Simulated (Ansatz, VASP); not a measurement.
## Al3GaN4 in VASP and in Ansatz

INCAR

```
ALGO = Normal ; EDIFF = 1E-7
ENCUT = 520 ; GGA = PS
ISIF = 2 ; ISMEAR = 0
LASPH = True ; LCHARG = False
LREAL = False ; LWAVE = False
NBANDS = 31 ; NELM = 60
PREC = Accurate ; SIGMA = 0.05
```

The input KPOINTS:

```
k-points
0
Gamma
  6 6 6
```

File POSCAR:

```
Al3GaN4
1.0
    4.4069948456      0.0000000000      0.0000000000
    0.0000000000      4.4069948456      0.0000000000
    0.0000000000      0.0000000000      4.4069948456
Al Ga N
3 1 4
Direct
    0.5000000000      0.4975635241      0.0000000000
    0.5000000000     -0.0085091999      0.5000000000
    0.0000000000      0.4975635241      0.5000000000
    0.0000000000      0.0070974368      0.0000000000
    0.7471480564      0.7423199196      0.2528519436
    0.7422673790      0.2529044842      0.7422673790
    0.2528519436      0.7423199196      0.7471480564
    0.2577326210      0.2529044842      0.2577326210
```

Input for Ansatz:

```yaml
crystal:
  lattice:
    - [4.4069948456, 0.0, 0.0]
    - [0.0, 4.4069948456, 0.0]
    - [0.0, 0.0, 4.4069948456]
  atoms:
    - { symbol: Al, position: [0.5, 0.4975635241, 0.0] }
    - { symbol: Al, position: [0.5, -0.0085091999, 0.5] }
    - { symbol: Al, position: [0.0, 0.4975635241, 0.5] }
    - { symbol: Ga, position: [0.0, 0.0070974368, 0.0] }
    - { symbol: "N", position: [0.7471480564, 0.7423199196, 0.2528519436] }
    - { symbol: "N", position: [0.742267379, 0.2529044842, 0.742267379] }
    - { symbol: "N", position: [0.2528519436, 0.7423199196, 0.7471480564] }
    - { symbol: "N", position: [0.257732621, 0.2529044842, 0.257732621] }
basis:
  ecutwfc: 420
kpoints:
  mp_grid: { grid: [6, 6, 6] }
hamiltonian:
  xc: pbesol
scf:
  occupations: { method: gaussian, width: 0.05 }
output:
  forces: true
  stress: true
  eigenvalues: true
```

Change from the starting cell: mode 4 (242.1 1/cm) frozen in, largest displacement +0.037 Å.

Alike in both runs: task single point; functional PBEsol; k mesh 6 × 6 × 6; occupations gaussian, width 0.05 eV; no spin polarisation.

```csv
,VASP,Ansatz
version,VASP 6.6.1,Ansatz 0.2.0
potentials or method,"VASP PAW PBE potentials, release 64 (Al, Ga_d, N), cutoff 520 eV","scalar-relativistic, plane waves, PAW"
valence electrons in the cell,42,42
```

|  | VASP | Ansatz | Ansatz less VASP |
| --- | --- | --- | --- |
| gap on the k mesh at the Fermi level (eV) | 3.28 | 3.28 | +0.005 |
| least direct gap on the mesh (eV) | 3.28 | 3.28 | +0.005 |
| pressure (GPa) | 0.0 | 0.0 | +0.07 |
| traceless stress, the component that is largest in VASP (GPa) | 0.30 | 0.31 | +0.010 |
| rms of the force components (eV/Å) | 0.110 | 0.110 | -0.0001 |

VASP's potentials were made for PBE, not for PBEsol. Atom by atom the forces differ by 0.003 eV/Å (rms over components).
